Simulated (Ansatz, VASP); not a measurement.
## Zn3Se: VASP beside Ansatz

The input INCAR:

```
ALGO     = Normal         # electronic algorithm
EDIFF    = 1E-6           # SCF threshold, eV
EDIFFG   = -0.04          # ionic threshold
ENCUT    = 600            # plane-wave cutoff, eV
GGA      = PE             # functional
IBRION   = 2              # ionic algorithm
ISIF     = 3              # what is computed and relaxed
ISMEAR   = 0              # smearing method
LASPH    = True           # aspherical terms in the spheres
LCHARG   = False          # write CHGCAR
LREAL    = False          # projectors in reciprocal space
LWAVE    = False          # write WAVECAR
NELM     = 80             # most SCF steps
NSW      = 90             # ionic steps
PREC     = Accurate       # precision mode
SIGMA    = 0.1            # smearing width, eV
```

The input KPOINTS:

```
k-points
0
Gamma
  4 4 4
```

The input POSCAR:

```
Zn3Se
1.0
    4.3635173600      0.0000000000      0.0000000000
    0.0000000000      4.3635173600      0.0000000000
    0.0000000000      0.0000000000      4.3635173600
Zn Se
3 1
Direct
    0.0000000000      0.5000000000      0.5000000000
    0.5000000000      0.0000000000      0.5000000000
    0.5000000000      0.5000000000      0.0000000000
    0.5000000000      0.5000000000      0.5000000000
```

Input for Ansatz:

```yaml
crystal:
  lattice:
    - [4.36351736, 0.0, 0.0]
    - [0.0, 4.36351736, 0.0]
    - [0.0, 0.0, 4.36351736]
  atoms:
    - { symbol: Zn, position: [0.0, 0.5, 0.5] }
    - { symbol: Zn, position: [0.5, 0.0, 0.5] }
    - { symbol: Zn, position: [0.5, 0.5, 0.0] }
    - { symbol: Se, position: [0.5, 0.5, 0.5] }
basis:
  ecutwfc: 420
kpoints:
  mp_grid: { grid: [4, 4, 4] }
hamiltonian:
  xc: pbe
scf:
  occupations: { method: gaussian, width: 0.1 }
  lower_state_search: "off"
output:
  forces: true
  stress: true
  eigenvalues: true
relax:
  adjacent_minimum: "off"
  f_tol: 0.04
  max_steps: 70
  cell: { stress_tol: 0.4 }
```

Alike in both runs: task relaxation of cell and atoms; functional PBE; k mesh 4 × 4 × 4; occupations gaussian, width 0.1 eV; no spin polarisation.

```csv
,VASP,Ansatz
version,VASP 6.6.1,Ansatz 0.2.0
potentials or method,"VASP PAW PBE potentials, release 64 (Zn, Se), cutoff 600 eV","scalar-relativistic, plane waves, PAW"
valence electrons in the cell,42,52
```

VASP gave:

- gap on the k mesh at the Fermi level, each at its own relaxed structure (eV): none
- relaxed volume (Å³/atom): 42.76
- relaxed length of the cell vector where the two differ most in proportion (Å): 5.551

Task: What did Ansatz give for the same quantities?

Result: gap on the k mesh at the Fermi level, each at its own relaxed structure (eV): none; relaxed volume (Å³/atom): 43.12; relaxed length of the cell vector where the two differ most in proportion (Å): 5.566.

A gap of «none» marks a metal or a gap that the smearing closes. VASP's potentials hold 42 valence electrons a cell and Ansatz's 52, so a difference there can come from the potentials and not from the codes.

Noted on VASP's run: the volume moved by over 15 % at a fixed basis, so the end points are rough.
